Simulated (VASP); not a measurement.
# MgS (F-43m) in VASP: further runs

Runs on MgS. Level: PBE. Tasks: single point, relaxation of cell and atoms.

Program: VASP 6.6.1. These are calculated values, not measurements. Logs are shortened: lines on timing, memory, paths and dates and some standing lists are left out, and cuts for length are marked.

## 1. The cell of the first run

It takes space group F-43m (No. 216, cubic). Conventional cell: a = 5.666 Å, b = 5.666 Å, c = 5.666 Å, α = 90.00°, β = 90.00°, γ = 90.00°. Within 3.2 Å of Mg (site symmetry -43m) lie 4 S at 2.45 Å. S (site symmetry -43m) has 4 Mg at 2.45 Å within 3.2 Å.

## 2. Single point, PBE

The input, INCAR:

```
ALGO = Normal
EDIFF = 1E-6
ENCUT = 600
GGA = PE
GGA_COMPAT = False
ISIF = 2
ISMEAR = 0
LASPH = True
LCHARG = False
LREAL = False
LWAVE = False
NBANDS = 11
NELM = 120
PREC = Accurate
SIGMA = 0.1
```

The input, KPOINTS:

```
k-points
0
Gamma
  6 6 6
```

The input, POSCAR:

```
MgS
1.0
    0.0000000000      2.8331200468      2.8331200468
    2.8331200468      0.0000000000      2.8331200468
    2.8331200468      2.8331200468      0.0000000000
Mg S
1 1
Direct
    0.0000000000      0.0000000000      0.0000000000
    0.7500000000      0.7500000000      0.7500000000
```

Potentials or basis: VASP PAW PBE potentials, release 64 (Mg, S).

The run is started by

```sh
cat potpaw_PBE.64/Mg/POTCAR potpaw_PBE.64/S/POTCAR > POTCAR
mpirun -np 1 vasp_std > vasp.out
```

OUTCAR:

```text
EDIFF = 1E-6
   ENCUT = 600
   GGA = PE
   ISIF = 2
   ISMEAR = 0
   LASPH = True
   LREAL = False
   NELM = 120
   PREC = Accurate

 ion  position               nearest neighbor table
   1  0.000  0.000  0.000-   2 2.45   2 2.45   2 2.45   2 2.45
   2  0.750  0.750  0.750-   1 2.45   1 2.45   1 2.45   1 2.45

  LATTYP: Found a face centered cubic cell.
 ALAT       =     5.6662400936

  Lattice vectors:

 A1 = (   0.0000000000,   2.8331200468,   2.8331200468)
 A2 = (   2.8331200468,   0.0000000000,   2.8331200468)
 A3 = (   2.8331200468,   2.8331200468,   0.0000000000)

Analysis of symmetry for initial positions (statically):
=====================================================================
 Subroutine PRICEL returns:
 Original cell was already a primitive cell.

 Routine SETGRP: Setting up the symmetry group for a
 face centered cubic supercell.

 Subroutine GETGRP returns: Found 24 space group operations
 (whereof 24 operations were pure point group operations)
 out of a pool of 48 trial point group operations.

The static configuration has the point symmetry T_d .

Analysis of symmetry for dynamics (positions and initial velocities):
=====================================================================
 Subroutine PRICEL returns:
 Original cell was already a primitive cell.

 Routine SETGRP: Setting up the symmetry group for a
 face centered cubic supercell.

 Subroutine GETGRP returns: Found 24 space group operations
 (whereof 24 operations were pure point group operations)
 out of a pool of 48 trial point group operations.

The dynamic configuration has the point symmetry T_d .

 Subroutine INISYM returns: Found 24 space group operations
 (whereof 24 operations are pure point group operations),
 and found     1 'primitive' translations

----------------------------------------------------------------------------------------

                                     Primitive cell

  volume of cell :      45.4805

  direct lattice vectors                    reciprocal lattice vectors
     0.000000000  2.833120047  2.833120047    -0.176483874  0.176483874  0.176483874
     2.833120047  0.000000000  2.833120047     0.176483874 -0.176483874  0.176483874
     2.833120047  2.833120047  0.000000000     0.176483874  0.176483874 -0.176483874

  length of vectors
     4.006636794  4.006636794  4.006636794     0.305679036  0.305679036  0.305679036

  position of ions in fractional coordinates (direct lattice)
     0.000000000  0.000000000  0.000000000
     0.750000000  0.750000000  0.750000000

  ion indices of the primitive-cell ions
   primitive index   ion index
                 1           1
                 2           2

----------------------------------------------------------------------------------------

 KPOINTS: k-points

Automatic generation of k-mesh.
 Grid dimensions read from file:
 generate k-points for:    6    6    6

 Generating k-lattice:

  Cartesian coordinates                     Fractional coordinates (reciprocal lattice)
    -0.029413979  0.029413979  0.029413979     0.166666667  0.000000000  0.000000000
     0.029413979 -0.029413979  0.029413979     0.000000000  0.166666667  0.000000000
     0.029413979  0.029413979 -0.029413979     0.000000000  0.000000000  0.166666667

  Length of vectors
     0.050946506  0.050946506  0.050946506

  Shift w.r.t. Gamma in fractional coordinates (k-lattice)
     0.000000000  0.000000000  0.000000000

 Subroutine IBZKPT returns following result:
 ===========================================

 Found     16 irreducible k-points:

 Following reciprocal coordinates:
            Coordinates               Weight
  0.000000  0.000000  0.000000      1.000000
  0.166667  0.000000  0.000000      8.000000
  0.333333  0.000000  0.000000      8.000000
  0.500000  0.000000  0.000000      4.000000
  0.166667  0.166667  0.000000      6.000000
  0.333333  0.166667  0.000000     24.000000
[... 8 lines left out ...]
 -0.333333  0.333333  0.166667     24.000000
 -0.333333  0.500000  0.166667     12.000000
   k-points           NKPTS =     16   k-points in BZ     NKDIM =     16   number of bands    NBANDS=     11
   number of dos      NEDOS =    301   number of ions     NIONS =      2
   total plane-waves  NPLWV =  32768
   dimension x,y,z NGX =    32 NGY =   32 NGZ =   32
   dimension x,y,z NGXF=    64 NGYF=   64 NGZF=   64
   ions per type =               1   1
   NGX,Y,Z   is equivalent  to a cutoff of  13.28, 13.28, 13.28 a.u.
   NGXF,Y,Z  is equivalent  to a cutoff of  26.56, 26.56, 26.56 a.u.
 SYSTEM =  unknown system
   PREC   = accura    normal or accurate (medium, high low for compatibility)
   ISTART =      0    job   : 0-new  1-cont  2-samecut
   ICHARG =      2    charge: 1-file 2-atom 10-const
   ISPIN  =      1    spin polarized calculation?
   LNONCOLLINEAR =      F non collinear calculations
   LSORBIT =      F    spin-orbit coupling
   LASPH  =      T    aspherical Exc in radial PAW
   ENCUT  =  600.0 eV  44.10 Ry    6.64 a.u.   8.00  8.00  8.00*2*pi/ulx,y,z
   NELM   =    120;   NELMIN=  2; NELMDL= -5     # of ELM steps
   EDIFF  = 0.1E-05   stopping-criterion for ELM
   LREAL  =      F    real-space projection
[... 7 lines left out ...]
   TEBEG  =    0.0;   TEEND  =   0.0 temperature during run
   PSTRESS=    0.0 pullay stress
   NELECT =       8.0000    total number of electrons
   NUPDOWN=      -1.0000    fix difference up-down
   EMIN   =  10.00;   EMAX   =-10.00  energy-range for DOS
   EFERMI =   0.00;   METHOD = LEGACY
   ISMEAR =     0;   SIGMA  =   0.10  broadening in eV -4-tet -1-fermi 0-gaus
   EFERMI_NEDOS =   21; number of points for ismear=-14 and -15
   IALGO  =     38    algorithm
   IMIX   =      4    mixing-type and parameters
     AMIX     =   0.40;   BMIX     =  1.00
     AMIX_MAG =   1.60;   BMIX_MAG =  1.00
  volume/ion in A,a.u.               =      22.74       153.46
  Fermi-wavevector in a.u.,A,eV,Ry     =   0.917269  1.733386 11.447692  0.841382
  Thomas-Fermi vector in A             =   2.042218
   LORBIT       =      0    0 simple, 1 ext, 2 COOP (PROOUT), +10 PAW based schemes
   GGA     = PE    functional components
   LHFCALC =     F    Hartree Fock is set to
   AEXX    =    0.0000 exact exchange contribution
   IVDW    =     0    specifies the selected vdW correction
   LEPSILON=     F    determine dielectric tensor
   LRPA    =     F    only Hartree local field effects (RPA)
 non-spin polarized calculation
 Gauss-broadening in eV      SIGMA  =   0.10
  energy-cutoff  :      600.00
  volume of cell :       45.48
 maximum number of plane-waves:      1527
   NGX = 17   NGY = 17   NGZ = 17

 number of electron       8.0000000 magnetization

 Free energy of the ion-electron system (eV)
  ---------------------------------------------------
  ext. energy  EPLUGINS =         0.00000000
  ---------------------------------------------------
  free energy    TOTEN  =        -8.47113783 eV

  energy without entropy =       -8.47113783  energy(sigma->0) =       -8.47113783

 E-fermi :   1.4782     XC(G=0):  -8.3807

 val. band max:        1.0488152475   @ k =   0.0000   0.0000   0.0000
 cond. band min:       4.4951615393   @ k =   0.0000   0.0000   0.0000
 fundamental gap:      3.4463462918
 Fermi energy:         1.4781987058

 k-point     1 :       0.0000    0.0000    0.0000
  band No.  band energies     occupation
      1     -10.2104      2.00000
      2       1.0488      2.00000
      3       1.0488      2.00000
      4       1.0488      2.00000
      5       4.4952      0.00000
      6       8.9925      0.00000
      7       8.9925      0.00000
      8       8.9925      0.00000
      9      11.8747      0.00000
     10      11.8747      0.00000
     11      14.7526      0.00000

 k-point     2 :       0.1667    0.0000    0.0000
  band No.  band energies     occupation
      1     -10.0600      2.00000
      2      -0.0156      2.00000
      3       0.9596      2.00000
      4       0.9596      2.00000
      5       5.4944      0.00000
      6       8.7392      0.00000
      7       9.2444      0.00000
      8       9.2444      0.00000
      9      11.2875      0.00000
     10      11.2875      0.00000
     11      13.8199      0.00000

 k-point     3 :       0.3333    0.0000    0.0000
  band No.  band energies     occupation
      1      -9.7241      2.00000
      2      -1.4627      2.00000
      3       0.7974      2.00000
      4       0.7974      2.00000
      5       6.1809      0.00000
      6       8.9706      0.00000
      7       8.9706      0.00000
      8       9.2076      0.00000
      9      12.2390      0.00000
     10      12.2390      0.00000
     11      13.1604      0.00000

 k-point     4 :       0.5000    0.0000    0.0000
  band No.  band energies     occupation
      1      -9.5334      2.00000
      2      -2.0691      2.00000
      3       0.7232      2.00000
      4       0.7232      2.00000
      5       6.1554      0.00000
      6       8.6836      0.00000
      7       8.6836      0.00000
      8       9.6439      0.00000
      9      13.9172      0.00000
     10      14.2125      0.00000
     11      14.2125      0.00000

 k-point     5 :       0.1667    0.1667    0.0000
  band No.  band energies     occupation
      1     -10.0101      2.00000
      2       0.0084      2.00000
      3       0.7499      2.00000
      4       0.7499      2.00000
      5       5.8226      0.00000
      6       8.1310      0.00000
      7       9.7218      0.00000
      8       9.7218      0.00000
      9       9.8775      0.00000
     10      12.3407      0.00000
     11      15.7470      0.00000
[... 99 lines left out ...]
 k-point    13 :       0.5000    0.5000    0.0000
  band No.  band energies     occupation
      1      -9.3147      2.00000
      2      -1.7542      2.00000
      3       0.0211      2.00000
      4       0.0211      2.00000
      5       4.9358      0.00000
      6       6.6942      0.00000
      7      12.1854      0.00000
      8      13.3258      0.00000
      9      13.3258      0.00000
     10      14.9181      0.00000
     11      14.9276      0.00000

 k-point    14 :       0.5000    0.3333    0.1667
  band No.  band energies     occupation
      1      -9.4950      2.00000
      2      -1.3838      2.00000
      3      -0.2561      2.00000
      4       0.3599      2.00000
      5       6.7390      0.00000
      6       8.0999      0.00000
      7       8.5641      0.00000
      8      10.8555      0.00000
      9      11.7129      0.00000
     10      14.5729      0.00000
     11      15.3590      0.00000

 k-point    15 :      -0.3333    0.3333    0.1667
  band No.  band energies     occupation
      1      -9.3658      2.00000
      2      -1.4858      2.00000
      3      -0.6067      2.00000
      4       0.1596      2.00000
      5       6.8177      0.00000
      6       8.0718      0.00000
      7       9.4618      0.00000
      8      10.3429      0.00000
      9      12.2497      0.00000
     10      14.0899      0.00000
     11      15.2892      0.00000

 k-point    16 :      -0.3333    0.5000    0.1667
  band No.  band energies     occupation
      1      -9.3083      2.00000
      2      -1.4493      2.00000
      3      -0.4997      2.00000
      4      -0.2027      2.00000
      5       6.0298      0.00000
      6       7.8866      0.00000
      7      10.4320      0.00000
      8      10.4394      0.00000
      9      13.5565      0.00000
     10      14.8835      0.00000
     11      14.8923      0.00000

------------------------ aborting loop because EDIFF is reached ----------------------------------------

  FORCE on cell =-STRESS in cart. coord.  units (eV):
  Direction    XX          YY          ZZ          XY          YZ          ZX
  --------------------------------------------------------------------------------------
  -------------------------------------------------------------------------------------
  Total        0.2315524      0.2315524      0.2315524     -0.0000000     -0.0000000     -0.0000000
  in kB        8.1570841      8.1570841      8.1570841     -0.0000000     -0.0000000     -0.0000000
  external PRESSURE =       8.1570841 kB  Pullay stress =       0.0000000 kB

 VOLUME and BASIS-vectors are now :
 -----------------------------------------------------------------------------
  energy-cutoff  :      600.00
  volume of cell :       45.48
      direct lattice vectors                 reciprocal lattice vectors
     0.000000000  2.833120047  2.833120047    -0.176483874  0.176483874  0.176483874
     2.833120047  0.000000000  2.833120047     0.176483874 -0.176483874  0.176483874
     2.833120047  2.833120047  0.000000000     0.176483874  0.176483874 -0.176483874

 POSITION                                       TOTAL-FORCE (eV/Angst)
 -----------------------------------------------------------------------------------
      0.00000      0.00000      0.00000        -0.000000     -0.000000     -0.000000
      4.24968      4.24968      4.24968         0.000000      0.000000      0.000000
 -----------------------------------------------------------------------------------
    total drift:                               -0.000000     -0.000000     -0.000000

  FREE ENERGIE OF THE ION-ELECTRON SYSTEM (eV)
  ---------------------------------------------------
  free  energy   TOTEN  =        -8.4711378274 eV

  energy  without entropy=       -8.4711378274  energy(sigma->0) =       -8.47113783
```

Run time: 5.7 s. Hardware: 1 thread of Intel Xeon 6975P-C (Granite Rapids), shared host; peak memory 0.17 GiB.

Results:

```
Free energy            : -8.4711 eV
Pressure               : 0.8 GPa
Band gap on the k mesh : 3.45 eV
```

A k mesh can miss the band edges.

(Continued in part 2 of 2.)
